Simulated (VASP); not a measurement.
# As (Pm-3m) in VASP: a series of runs

Runs on As. Level: LDA. Tasks: single point.

Program: VASP 6.6.1. These are calculated values, not measurements. Logs are shortened: lines on timing, memory, paths and dates and some standing lists are left out, and cuts for length are marked.

## Step 1: The cell of the first run

It takes space group Pm-3m (No. 221, cubic). The conventional cell has a = 2.623 Å, b = 2.623 Å, c = 2.623 Å, α = 90.00°, β = 90.00°, γ = 90.00°. Within 3.5 Å of As (site symmetry m-3m) lie 6 As at 2.62 Å.

This isn't the form of As at room conditions, which is rhombohedral.

## Step 2: Single point, LDA (strain -0.030 along x and y, -0.030 along z)

Contents of INCAR:

```
SYSTEM = As
PREC = Accurate
ENCUT = 520
EDIFF = 1E-7
ISMEAR = 0
SIGMA = 0.15
LREAL = .FALSE.
LASPH = .TRUE.
NELM = 60
ALGO = Normal
ISIF = 2
LWAVE = .FALSE.
LCHARG = .FALSE.
GGA = CA
NBANDS = 8
```

Contents of KPOINTS:

```
regular mesh
0
G
  18 18 18
  0 0 0
```

Contents of POSCAR:

```
As
1.0
    2.6225712921      0.0000000000      0.0000000000
    0.0000000000      2.6225712921      0.0000000000
    0.0000000000      0.0000000000      2.6225712921
As
1
Direct
    0.5000000000      0.5000000000      0.5000000000
```

Potentials or basis: VASP PAW LDA potentials, release 64 (As).

On the command line:

```bash
> cat potpaw_LDA.64/As/POTCAR > POTCAR
> mpirun -np 1 vasp_std > vasp.out
```

OUTCAR:

```text
SYSTEM = As
   PREC = Accurate
   ENCUT = 520
   EDIFF = 1E-7
   ISMEAR = 0
   LREAL = .FALSE.
   LASPH = .TRUE.
   NELM = 60
   ISIF = 2
   GGA = CA

 ion  position               nearest neighbor table
   1  0.500  0.500  0.500-

  LATTYP: Found a simple cubic cell.
 ALAT       =     2.6225712921

  Lattice vectors:

 A1 = (   2.6225712921,   0.0000000000,   0.0000000000)
 A2 = (   0.0000000000,   2.6225712921,   0.0000000000)
 A3 = (   0.0000000000,   0.0000000000,   2.6225712921)

Analysis of symmetry for initial positions (statically):
=====================================================================
 Subroutine PRICEL returns:
 Original cell was already a primitive cell.

 Routine SETGRP: Setting up the symmetry group for a
 simple cubic supercell.

 Subroutine GETGRP returns: Found 48 space group operations
 (whereof 48 operations were pure point group operations)
 out of a pool of 48 trial point group operations.

The static configuration has the point symmetry O_h .

Analysis of symmetry for dynamics (positions and initial velocities):
=====================================================================
 Subroutine PRICEL returns:
 Original cell was already a primitive cell.

 Routine SETGRP: Setting up the symmetry group for a
 simple cubic supercell.

 Subroutine GETGRP returns: Found 48 space group operations
 (whereof 48 operations were pure point group operations)
 out of a pool of 48 trial point group operations.

The dynamic configuration has the point symmetry O_h .

 Subroutine INISYM returns: Found 48 space group operations
 (whereof 48 operations are pure point group operations),
 and found     1 'primitive' translations

----------------------------------------------------------------------------------------

                                     Primitive cell

  volume of cell :      18.0377

  direct lattice vectors                    reciprocal lattice vectors
     2.622571292  0.000000000  0.000000000     0.381305173  0.000000000  0.000000000
     0.000000000  2.622571292  0.000000000     0.000000000  0.381305173  0.000000000
     0.000000000  0.000000000  2.622571292     0.000000000  0.000000000  0.381305173

  length of vectors
     2.622571292  2.622571292  2.622571292     0.381305173  0.381305173  0.381305173

  position of ions in fractional coordinates (direct lattice)
     0.500000000  0.500000000  0.500000000

  ion indices of the primitive-cell ions
   primitive index   ion index
                 1           1

----------------------------------------------------------------------------------------

 KPOINTS: regular mesh

Automatic generation of k-mesh.
 Grid dimensions read from file:
 generate k-points for:   18   18   18

 Generating k-lattice:

  Cartesian coordinates                     Fractional coordinates (reciprocal lattice)
     0.021183621  0.000000000  0.000000000     0.055555556  0.000000000  0.000000000
     0.000000000  0.021183621  0.000000000     0.000000000  0.055555556  0.000000000
     0.000000000  0.000000000  0.021183621     0.000000000  0.000000000  0.055555556

  Length of vectors
     0.021183621  0.021183621  0.021183621

  Shift w.r.t. Gamma in fractional coordinates (k-lattice)
     0.000000000  0.000000000  0.000000000

 Subroutine IBZKPT returns following result:
 ===========================================

 Found    220 irreducible k-points:

 Following reciprocal coordinates:
            Coordinates               Weight
  0.000000  0.000000  0.000000      1.000000
  0.055556  0.000000  0.000000      6.000000
  0.111111  0.000000  0.000000      6.000000
  0.166667  0.000000  0.000000      6.000000
  0.222222  0.000000  0.000000      6.000000
  0.277778  0.000000  0.000000      6.000000
[... 16 lines left out ...]
  0.277778  0.111111  0.000000     24.000000
  0.333333  0.111111  0.000000     24.000000
 [... further k-points ...]
   k-points           NKPTS =    220   k-points in BZ     NKDIM =    220   number of bands    NBANDS=      8
   number of dos      NEDOS =    301   number of ions     NIONS =      1
   total plane-waves  NPLWV =   8000
   dimension x,y,z NGX =    20 NGY =   20 NGZ =   20
   dimension x,y,z NGXF=    40 NGYF=   40 NGZF=   40
   ions per type =               1
   NGX,Y,Z   is equivalent  to a cutoff of  12.68, 12.68, 12.68 a.u.
   NGXF,Y,Z  is equivalent  to a cutoff of  25.36, 25.36, 25.36 a.u.
 SYSTEM =  As
   PREC   = accura    normal or accurate (medium, high low for compatibility)
   ISTART =      0    job   : 0-new  1-cont  2-samecut
   ICHARG =      2    charge: 1-file 2-atom 10-const
   ISPIN  =      1    spin polarized calculation?
   LNONCOLLINEAR =      F non collinear calculations
   LSORBIT =      F    spin-orbit coupling
   LASPH  =      T    aspherical Exc in radial PAW
   ENCUT  =  520.0 eV  38.22 Ry    6.18 a.u.   4.88  4.88  4.88*2*pi/ulx,y,z
   NELM   =     60;   NELMIN=  2; NELMDL= -5     # of ELM steps
   EDIFF  = 0.1E-06   stopping-criterion for ELM
   LREAL  =      F    real-space projection
   EDIFFG = 0.1E-05   stopping-criterion for IOM
   NSW    =      0    number of steps for IOM
   IBRION =     -1    ionic relax: 0-MD 1-quasi-New 2-CG
   NFREE  =      0    steps in history (QN), initial steepest desc. (CG)
   ISIF   =      2    stress and relaxation
   ISYM   =      2    0-nonsym 1-usesym 2-fastsym
   POTIM  = 0.5000    time-step for ionic-motion
   TEBEG  =    0.0;   TEEND  =   0.0 temperature during run
   PSTRESS=    0.0 pullay stress
   NELECT =       5.0000    total number of electrons
   NUPDOWN=      -1.0000    fix difference up-down
   EMIN   =  10.00;   EMAX   =-10.00  energy-range for DOS
   EFERMI =   0.00;   METHOD = LEGACY
   ISMEAR =     0;   SIGMA  =   0.15  broadening in eV -4-tet -1-fermi 0-gaus
   EFERMI_NEDOS =   21; number of points for ismear=-14 and -15
   IALGO  =     38    algorithm
   IMIX   =      4    mixing-type and parameters
     AMIX     =   0.40;   BMIX     =  1.00
     AMIX_MAG =   1.60;   BMIX_MAG =  1.00
  volume/ion in A,a.u.               =      18.04       121.72
  Fermi-wavevector in a.u.,A,eV,Ry     =   1.067425  2.017142 15.502437  1.139397
  Thomas-Fermi vector in A             =   2.203041
   LORBIT       =      0    0 simple, 1 ext, 2 COOP (PROOUT), +10 PAW based schemes
   GGA     = CA    functional components
   LHFCALC =     F    Hartree Fock is set to
   AEXX    =    0.0000 exact exchange contribution
   IVDW    =     0    specifies the selected vdW correction
   LEPSILON=     F    determine dielectric tensor
   LRPA    =     F    only Hartree local field effects (RPA)
 non-spin polarized calculation
 Gauss-broadening in eV      SIGMA  =   0.15
  energy-cutoff  :      520.00
  volume of cell :       18.04
 maximum number of plane-waves:       500
 NGX is ok and might be reduce to    20
   NGX =  9   NGY =  9   NGZ =  9

 number of electron       4.9999998 magnetization

 Free energy of the ion-electron system (eV)
  ---------------------------------------------------
  ext. energy  EPLUGINS =         0.00000000
  ---------------------------------------------------
  free energy    TOTEN  =        -5.29895336 eV

  energy without entropy =       -5.29396856  energy(sigma->0) =       -5.29646096

 E-fermi :   7.1311     XC(G=0): -10.9812

 val. band max:        7.0983217893   @ k =   0.2778   0.2222   0.2222
 cond. band min:       7.1410214797   @ k =   0.1667   0.0556   0.0556
 fundamental gap:      0.0426996904
 Fermi energy:         7.1311307065

 k-point     1 :       0.0000    0.0000    0.0000
  band No.  band energies     occupation
      1      -8.7943      2.00000
      2      11.5184      0.00000
      3      11.5184      0.00000
      4      11.5184      0.00000
      5      15.7323      0.00000
      6      15.7323      0.00000
      7      18.3045      0.00000
      8      33.1590      0.00000

 k-point     2 :       0.0556    0.0000    0.0000
  band No.  band energies     occupation
      1      -8.7323      2.00000
      2      10.6189      0.00000
      3      11.5744      0.00000
      4      11.5744      0.00000
      5      15.7867      0.00000
      6      16.4408      0.00000
      7      18.6516      0.00000
      8      32.0817      0.00000

 k-point     3 :       0.1111    0.0000    0.0000
  band No.  band energies     occupation
      1      -8.5470      2.00000
      2       8.8880      0.00000
      3      11.7404      0.00000
      4      11.7404      0.00000
      5      15.9488      0.00000
      6      17.3100      0.00000
      7      19.9734      0.00000
      8      30.3407      0.00000

 k-point     4 :       0.1667    0.0000    0.0000
  band No.  band energies     occupation
      1      -8.2408      2.00000
      2       7.0317      1.65152
      3      12.0095      0.00000
      4      12.0095      0.00000
      5      16.2154      0.00000
      6      17.8385      0.00000
      7      22.0292      0.00000
      8      28.6035      0.00000

 k-point     5 :       0.2222    0.0000    0.0000
  band No.  band energies     occupation
      1      -7.8189      2.00000
      2       5.2266      2.00000
      3      12.3689      0.00000
      4      12.3689      0.00000
      5      16.5797      0.00000
      6      18.3306      0.00000
      7      24.2041      0.00000
      8      26.9741      0.00000
[... 177 lines left out ...]
 k-point    22 :       0.2222    0.1111    0.0000
  band No.  band energies     occupation
      1      -7.5716      2.00000
      2       5.4510      2.00000
      3       9.8149      0.00000
      4      12.5898      0.00000
      5      17.5429      0.00000
      6      20.3277      0.00000
      7      23.2827      0.00000
      8      25.4340      0.00000

 k-point    23 :       0.2778    0.1111    0.0000
  band No.  band energies     occupation
      1      -7.0445      2.00000
      2       3.7674      2.00000
      3      10.2709      0.00000
      4      13.0167      0.00000
      5      18.0197      0.00000
      6      20.3839      0.00000
      7      22.7599      0.00000
      8      25.7041      0.00000

 k-point    24 :       0.3333    0.1111    0.0000
  band No.  band energies     occupation
      1      -6.4345      2.00000
      2       2.2418      2.00000
      3      10.7773      0.00000
      4      13.4753      0.00000
      5      18.5377      0.00000
      6      19.9255      0.00000
      7      22.5534      0.00000
      8      24.4286      0.00000

 [... further k-points ...]
[... 5 lines left out ...]
  --------------------------------------------------------------------------------------
  -------------------------------------------------------------------------------------
  Total        0.7678722      0.7678722      0.7678722     -0.0000000      0.0000000     -0.0000000
  in kB       68.2052220     68.2052220     68.2052220     -0.0000000      0.0000000     -0.0000000
  external PRESSURE =      68.2052220 kB  Pullay stress =       0.0000000 kB

 VOLUME and BASIS-vectors are now :
 -----------------------------------------------------------------------------
  energy-cutoff  :      520.00
  volume of cell :       18.04
      direct lattice vectors                 reciprocal lattice vectors
     2.622571292  0.000000000  0.000000000     0.381305173  0.000000000  0.000000000
     0.000000000  2.622571292  0.000000000     0.000000000  0.381305173  0.000000000
     0.000000000  0.000000000  2.622571292     0.000000000  0.000000000  0.381305173

 POSITION                                       TOTAL-FORCE (eV/Angst)
 -----------------------------------------------------------------------------------
      1.31129      1.31129      1.31129         0.000000      0.000000      0.000000
 -----------------------------------------------------------------------------------
    total drift:                                0.000000     -0.000000      0.000000

  FREE ENERGIE OF THE ION-ELECTRON SYSTEM (eV)
  ---------------------------------------------------
  free  energy   TOTEN  =        -5.2989533582 eV

  energy  without entropy=       -5.2939685608  energy(sigma->0) =       -5.29646096
```

It took 30 s on 1 thread of AMD EPYC 7R13, shared host; peak memory 0.11 GiB.

What came out:

```
Free energy            : -5.2990 eV
Pressure               : 6.8 GPa
Band gap on the k mesh : zero (an odd number of electrons rules out a gap without spin polarisation)
```

Caveat: the cell differs from its parent crystal (strain -0.030 along x and y, -0.030 along z); the cell stands under pressure.

## Step 3: Single point, LDA (strain +0.030 along x and y, +0.030 along z)

Contents of INCAR:

```
PREC = Accurate
ENCUT = 520
EDIFF = 1E-6
ISMEAR = 0
SIGMA = 0.15
LREAL = F
LASPH = T
NELM = 60
ALGO = Normal
ISIF = 2
LWAVE = F
LCHARG = F
GGA = CA
NBANDS = 8
```

Contents of KPOINTS:

```
Automatic mesh
0
Gamma
  18 18 18
```

Contents of POSCAR:

```
As
1.0
    2.7847921967      0.0000000000      0.0000000000
    0.0000000000      2.7847921967      0.0000000000
    0.0000000000      0.0000000000      2.7847921967
As
1
Direct
    0.5000000000      0.5000000000      0.5000000000
```

Potentials or basis: VASP PAW LDA potentials, release 64 (As).

On the command line:

```bash
> cat potpaw_LDA.64/As/POTCAR > POTCAR
> mpirun -np 1 vasp_std > vasp.out
```

Run time: 33 s. Hardware: 1 thread of AMD EPYC 7R13, shared host; peak memory 0.12 GiB.

Results (log left out):

| Property | Result |
| --- | --- |
| Free energy | -5.2537 eV |
| Pressure | -8.4 GPa |
| Band gap on the k mesh | zero (an odd number of electrons rules out a gap without spin polarisation) |

Levels at points of the mesh, in eV from the Fermi level:
```
           k point  band 1  band 2  band 3  band 4  band 5  band 6  band 7  band 8
(0.00, 0.00, 0.00)  -14.25    3.75    3.75    3.75    8.48    8.48    9.63   23.77
(0.50, 0.00, 0.00)  -11.50   -6.27    5.72    5.72   10.97   13.47   13.69   14.33
(0.50, 0.50, 0.00)   -8.68   -3.85   -3.85    2.84    7.54   15.49   16.85   16.85
(0.50, 0.50, 0.50)   -5.65   -1.68   -1.68   -1.68    6.08    6.08    6.08    9.49
```

Caveat: the cell differs from its parent crystal (strain +0.030 along x and y, +0.030 along z); the cell stands under tension.
